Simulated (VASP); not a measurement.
# Cs (Im-3m) in VASP: further runs

Cs is run at these levels: PBE; tasks: electric field gradients.

Program: VASP 6.6.1. These are calculated values, not measurements. Logs are shortened: lines on timing, memory, paths and dates and some standing lists are left out, and cuts for length are marked.

## (1) The cell of the first run

The structure is cubic, space group Im-3m (No. 229). The conventional cell has a = 6.164 Å, b = 6.164 Å, c = 6.164 Å, α = 90.00°, β = 90.00°, γ = 90.00°.

## (2) Electric field gradients, PBE (volume scaled by 1.06)

Contents of INCAR:

```
SYSTEM = Cs
  PREC = Accurate
  ENCUT = 520
  EDIFF = 1E-8
  ISMEAR = -1
  SIGMA = 0.05
  LREAL = .FALSE.
  LASPH = .TRUE.
  NELM = 100
  ALGO = Normal
  ISIF = 2
  LWAVE = .FALSE.
  LCHARG = .FALSE.
  GGA = PE
  LEFG = .TRUE.
  NBANDS = 10
```

Contents of KPOINTS:

```
regular mesh
0
G
  9 9 9
  0 0 0
```

Contents of POSCAR:

```
Cs
1.0
   -3.0817797558      3.0817797558      3.0817797558
    3.0817797558     -3.0817797558      3.0817797558
    3.0817797558      3.0817797558     -3.0817797558
Cs
1
Direct
    0.0000000000      0.0000000000      0.0000000000
```

Potentials or basis: VASP PAW PBE potentials, release 64 (Cs_sv).

Command:

```console
cat potpaw_PBE.64/Cs_sv/POTCAR > POTCAR
mpirun -np 1 vasp_std > vasp.out
```

OUTCAR:

```text
SYSTEM = Cs
   PREC = Accurate
   ENCUT = 520
   EDIFF = 1E-8
   ISMEAR = -1
   LREAL = .FALSE.
   LASPH = .TRUE.
   NELM = 100
   ISIF = 2
   GGA = PE

 ion  position               nearest neighbor table
   1  0.000  0.000  0.000-

  LATTYP: Found a body centered cubic cell.
 ALAT       =     6.1635595116

  Lattice vectors:

 A1 = (  -3.0817797558,   3.0817797558,   3.0817797558)
 A2 = (   3.0817797558,  -3.0817797558,   3.0817797558)
 A3 = (   3.0817797558,   3.0817797558,  -3.0817797558)

Analysis of symmetry for initial positions (statically):
=====================================================================
 Subroutine PRICEL returns:
 Original cell was already a primitive cell.

 Routine SETGRP: Setting up the symmetry group for a
 body centered cubic supercell.

 Subroutine GETGRP returns: Found 48 space group operations
 (whereof 48 operations were pure point group operations)
 out of a pool of 48 trial point group operations.

The static configuration has the point symmetry O_h .

Analysis of symmetry for dynamics (positions and initial velocities):
=====================================================================
 Subroutine PRICEL returns:
 Original cell was already a primitive cell.

 Routine SETGRP: Setting up the symmetry group for a
 body centered cubic supercell.

 Subroutine GETGRP returns: Found 48 space group operations
 (whereof 48 operations were pure point group operations)
 out of a pool of 48 trial point group operations.

The dynamic configuration has the point symmetry O_h .

 Subroutine INISYM returns: Found 48 space group operations
 (whereof 48 operations are pure point group operations),
 and found     1 'primitive' translations

----------------------------------------------------------------------------------------

                                     Primitive cell

  volume of cell :     117.0752

  direct lattice vectors                    reciprocal lattice vectors
    -3.081779756  3.081779756  3.081779756     0.000000000  0.162243911  0.162243911
     3.081779756 -3.081779756  3.081779756     0.162243911  0.000000000  0.162243911
     3.081779756  3.081779756 -3.081779756     0.162243911  0.162243911  0.000000000

  length of vectors
     5.337799115  5.337799115  5.337799115     0.229447539  0.229447539  0.229447539

  position of ions in fractional coordinates (direct lattice)
     0.000000000  0.000000000  0.000000000

  ion indices of the primitive-cell ions
   primitive index   ion index
                 1           1

----------------------------------------------------------------------------------------

 KPOINTS: regular mesh

Automatic generation of k-mesh.
 Grid dimensions read from file:
 generate k-points for:    9    9    9

 Generating k-lattice:

  Cartesian coordinates                     Fractional coordinates (reciprocal lattice)
     0.000000000  0.018027101  0.018027101     0.111111111  0.000000000  0.000000000
     0.018027101  0.000000000  0.018027101     0.000000000  0.111111111  0.000000000
     0.018027101  0.018027101  0.000000000     0.000000000  0.000000000  0.111111111

  Length of vectors
     0.025494171  0.025494171  0.025494171

  Shift w.r.t. Gamma in fractional coordinates (k-lattice)
     0.000000000  0.000000000  0.000000000

 Subroutine IBZKPT returns following result:
 ===========================================

 Found     35 irreducible k-points:

 Following reciprocal coordinates:
            Coordinates               Weight
  0.000000  0.000000  0.000000      1.000000
  0.111111  0.000000  0.000000     12.000000
  0.222222  0.000000  0.000000     12.000000
  0.333333  0.000000  0.000000     12.000000
  0.444444  0.000000  0.000000     12.000000
  0.111111  0.111111  0.000000     24.000000
[... 16 lines left out ...]
 -0.333333  0.444444  0.111111     48.000000
 -0.444444 -0.444444  0.111111     24.000000
 [... further k-points ...]
   k-points           NKPTS =     35   k-points in BZ     NKDIM =     35   number of bands    NBANDS=     10
   number of dos      NEDOS =    301   number of ions     NIONS =      1
   total plane-waves  NPLWV =  64000
   dimension x,y,z NGX =    40 NGY =   40 NGZ =   40
   dimension x,y,z NGXF=    80 NGYF=   80 NGZF=   80
   ions per type =               1
   NGX,Y,Z   is equivalent  to a cutoff of  12.46, 12.46, 12.46 a.u.
   NGXF,Y,Z  is equivalent  to a cutoff of  24.92, 24.92, 24.92 a.u.
 SYSTEM =  Cs
   PREC   = accura    normal or accurate (medium, high low for compatibility)
   ISTART =      0    job   : 0-new  1-cont  2-samecut
   ICHARG =      2    charge: 1-file 2-atom 10-const
   ISPIN  =      1    spin polarized calculation?
   LNONCOLLINEAR =      F non collinear calculations
   LSORBIT =      F    spin-orbit coupling
   LASPH  =      T    aspherical Exc in radial PAW
   ENCUT  =  520.0 eV  38.22 Ry    6.18 a.u.   9.92  9.92  9.92*2*pi/ulx,y,z
   NELM   =    100;   NELMIN=  2; NELMDL= -5     # of ELM steps
   EDIFF  = 0.1E-07   stopping-criterion for ELM
   LREAL  =      F    real-space projection
   EDIFFG = 0.1E-06   stopping-criterion for IOM
   NSW    =      0    number of steps for IOM
   IBRION =     -1    ionic relax: 0-MD 1-quasi-New 2-CG
   NFREE  =      0    steps in history (QN), initial steepest desc. (CG)
   ISIF   =      2    stress and relaxation
   ISYM   =      2    0-nonsym 1-usesym 2-fastsym
   POTIM  = 0.5000    time-step for ionic-motion
   TEBEG  =    0.0;   TEEND  =   0.0 temperature during run
   PSTRESS=    0.0 pullay stress
   NELECT =       9.0000    total number of electrons
   NUPDOWN=      -1.0000    fix difference up-down
   EMIN   =  10.00;   EMAX   =-10.00  energy-range for DOS
   EFERMI =   0.00;   METHOD = LEGACY
   ISMEAR =    -1;   SIGMA  =   0.05  broadening in eV -4-tet -1-fermi 0-gaus
   EFERMI_NEDOS =   21; number of points for ismear=-14 and -15
   IALGO  =     38    algorithm
   IMIX   =      4    mixing-type and parameters
     AMIX     =   0.40;   BMIX     =  1.00
     AMIX_MAG =   1.60;   BMIX_MAG =  1.00
  volume/ion in A,a.u.               =     117.08       790.06
  Fermi-wavevector in a.u.,A,eV,Ry     =   0.696093  1.315425  6.592646  0.484546
  Thomas-Fermi vector in A             =   1.779048
   LORBIT       =      0    0 simple, 1 ext, 2 COOP (PROOUT), +10 PAW based schemes
   GGA     = PE    functional components
[... 5 lines left out ...]
 non-spin polarized calculation
  energy-cutoff  :      520.00
  volume of cell :      117.08
 maximum number of plane-waves:      3212
   NGX = 19   NGY = 19   NGZ = 19

 number of electron       9.0000002 magnetization

 Free energy of the ion-electron system (eV)
  ---------------------------------------------------
  ext. energy  EPLUGINS =         0.00000000
  ---------------------------------------------------
  free energy    TOTEN  =        -0.85737690 eV

  energy without entropy =       -0.84774537  energy(sigma->0) =       -0.85256114

 E-fermi :   0.4112     XC(G=0):  -5.3626

 val. band max:        0.3983052637   @ k =  -0.3333   0.4444   0.1111
 cond. band min:       0.4682483405   @ k =  -0.4444   0.4444   0.1111
 fundamental gap:      0.0699430768
 Fermi energy:         0.4112187825

 k-point     1 :       0.0000    0.0000    0.0000
  band No.  band energies     occupation
      1     -23.4593      2.00000
      2     -10.2049      2.00000
      3     -10.2049      2.00000
      4     -10.2049      2.00000
      5      -1.2506      2.00000
      6       2.8915      0.00000
      7       2.8915      0.00000
      8       2.8915      0.00000
      9       3.7353      0.00000
     10       3.7353      0.00000

 k-point     2 :       0.1111    0.0000    0.0000
  band No.  band energies     occupation
      1     -23.4586      2.00000
      2     -10.2205      2.00000
      3     -10.2100      2.00000
      4     -10.2049      2.00000
      5      -1.1170      2.00000
      6       2.7501      0.00000
      7       2.7535      0.00000
      8       3.0252      0.00000
      9       3.5511      0.00000
     10       3.7130      0.00000

 k-point     3 :       0.2222    0.0000    0.0000
  band No.  band energies     occupation
      1     -23.4568      2.00000
      2     -10.2593      2.00000
      3     -10.2228      2.00000
      4     -10.2049      2.00000
      5      -0.7392      2.00000
      6       2.2742      0.00000
      7       2.4646      0.00000
      8       3.4190      0.00000
      9       3.5539      0.00000
     10       3.7167      0.00000

 k-point     4 :       0.3333    0.0000    0.0000
  band No.  band energies     occupation
      1     -23.4547      2.00000
      2     -10.3024      2.00000
      3     -10.2372      2.00000
      4     -10.2050      2.00000
      5      -0.1925      1.99999
      6       1.7532      0.00000
      7       2.2125      0.00000
      8       3.6642      0.00000
      9       3.8415      0.00000
     10       4.0490      0.00000

 k-point     5 :       0.4444    0.0000    0.0000
  band No.  band energies     occupation
      1     -23.4533      2.00000
      2     -10.3300      2.00000
      3     -10.2466      2.00000
      4     -10.2050      2.00000
      5       0.3430      1.59303
      6       1.3468      0.00000
      7       2.0732      0.00000
      8       3.5973      0.00000
      9       4.0962      0.00000
     10       4.8324      0.00000

 k-point     6 :       0.1111    0.1111    0.0000
  band No.  band energies     occupation
      1     -23.4573      2.00000
      2     -10.2472      2.00000
      3     -10.2157      2.00000
      4     -10.2086      2.00000
      5      -0.8605      2.00000
      6       2.4516      0.00000
      7       2.5223      0.00000
      8       3.2885      0.00000
      9       3.4037      0.00000
     10       3.8324      0.00000
[... 183 lines left out ...]
 k-point    21 :      -0.2222    0.3333    0.1111
  band No.  band energies     occupation
      1     -23.4543      2.00000
      2     -10.2855      2.00000
      3     -10.2435      2.00000
      4     -10.2247      2.00000
      5      -0.1662      1.99998
      6       1.9199      0.00000
      7       2.3642      0.00000
      8       2.9735      0.00000
      9       3.7429      0.00000
     10       4.0572      0.00000

 k-point    22 :      -0.4444    0.4444    0.1111
  band No.  band energies     occupation
      1     -23.4528      2.00000
      2     -10.3259      2.00000
      3     -10.2524      2.00000
      4     -10.2161      2.00000
      5       0.4682      0.48442
      6       1.3311      0.00000
      7       2.1822      0.00000
      8       3.0664      0.00000
      9       4.0590      0.00000
     10       4.8011      0.00000

 k-point    23 :      -0.3333    0.4444    0.1111
  band No.  band energies     occupation
      1     -23.4526      2.00000
      2     -10.3109      2.00000
      3     -10.2602      2.00000
      4     -10.2256      2.00000
      5       0.3983      1.12842
      6       1.5151      0.00000
      7       2.1384      0.00000
      8       3.0779      0.00000
      9       3.7741      0.00000
     10       4.4445      0.00000

 k-point    24 :      -0.4444   -0.4444    0.1111
  band No.  band energies     occupation
      1     -23.4520      2.00000
      2     -10.3209      2.00000
      3     -10.2670      2.00000
      4     -10.2255      2.00000
      5       0.8146      0.00063
      6       1.2151      0.00000
      7       2.0202      0.00000
      8       3.0125      0.00000
      9       3.9703      0.00000
     10       4.6761      0.00000

 [... further k-points ...]
[... 5 lines left out ...]
  --------------------------------------------------------------------------------------
  -------------------------------------------------------------------------------------
  Total       -0.0087101     -0.0087101     -0.0087101      0.0000000      0.0000000      0.0000000
  in kB       -0.1191981     -0.1191981     -0.1191981      0.0000000      0.0000000      0.0000000
  external PRESSURE =      -0.1191981 kB  Pullay stress =       0.0000000 kB

 VOLUME and BASIS-vectors are now :
 -----------------------------------------------------------------------------
  energy-cutoff  :      520.00
  volume of cell :      117.08
      direct lattice vectors                 reciprocal lattice vectors
    -3.081779756  3.081779756  3.081779756     0.000000000  0.162243911  0.162243911
     3.081779756 -3.081779756  3.081779756     0.162243911  0.000000000  0.162243911
     3.081779756  3.081779756 -3.081779756     0.162243911  0.162243911  0.000000000

 POSITION                                       TOTAL-FORCE (eV/Angst)
 -----------------------------------------------------------------------------------
      0.00000      0.00000      0.00000         0.000000      0.000000     -0.000000
 -----------------------------------------------------------------------------------
    total drift:                               -0.000000     -0.000000     -0.000000

  FREE ENERGIE OF THE ION-ELECTRON SYSTEM (eV)
  ---------------------------------------------------
  free  energy   TOTEN  =        -0.8573769020 eV

  energy  without entropy=       -0.8477453740  energy(sigma->0) =       -0.85256114

 Electric field gradients (V/A^2)
---------------------------------------------------------------------
 ion       V_xx      V_yy      V_zz      V_xy      V_xz      V_yz
---------------------------------------------------------------------
   1      -0.000     0.000    -0.000    -0.000    -0.000    -0.000
---------------------------------------------------------------------

 Electric field gradients after diagonalization (V/A^2)
 (convention: |V_zz| > |V_xx| > |V_yy|)
----------------------------------------------------------------------
 ion       V_xx      V_yy      V_zz     asymmetry (V_yy - V_xx)/ V_zz
----------------------------------------------------------------------
   1       0.000     0.000    -0.000       0.000
----------------------------------------------------------------------

           NMR quadrupolar parameters

 Cq : quadrupolar parameter    Cq=e*Q*V_zz/h
 eta: asymmetry parameters     (V_yy - V_xx)/ V_zz
 Q  : nuclear electric quadrupole moment in mb (millibarn)
----------------------------------------------------------------------
 ion       Cq(MHz)       eta       Q (mb)
----------------------------------------------------------------------
   1      -0.000       0.000       1.000
----------------------------------------------------------------------
```

Wall time 26 s (1 thread of Intel Xeon Platinum 8259CL at 2.50GHz (Skylake/Cascade Lake), shared host); peak memory 0.24 GiB.

Results:

| Quantity | Value |
| --- | --- |
| Free energy | -0.8574 eV |
| Pressure | 0.0 GPa |

Levels at points of the mesh, in eV from the Fermi level:
```tsv
k point	band 3	band 4	band 5	band 6	band 7	band 8
(0.00, 0.00, 0.00)	-10.62	-10.62	-1.66	2.48	2.48	2.48
```

Caveat: without QUAD_EFG the Cq values of the log hold for a quadrupole moment of 1 mb, not for the nuclei; spin-orbit coupling is left out, which moves the levels of the heavy elements.

[end of part 1 of 2]
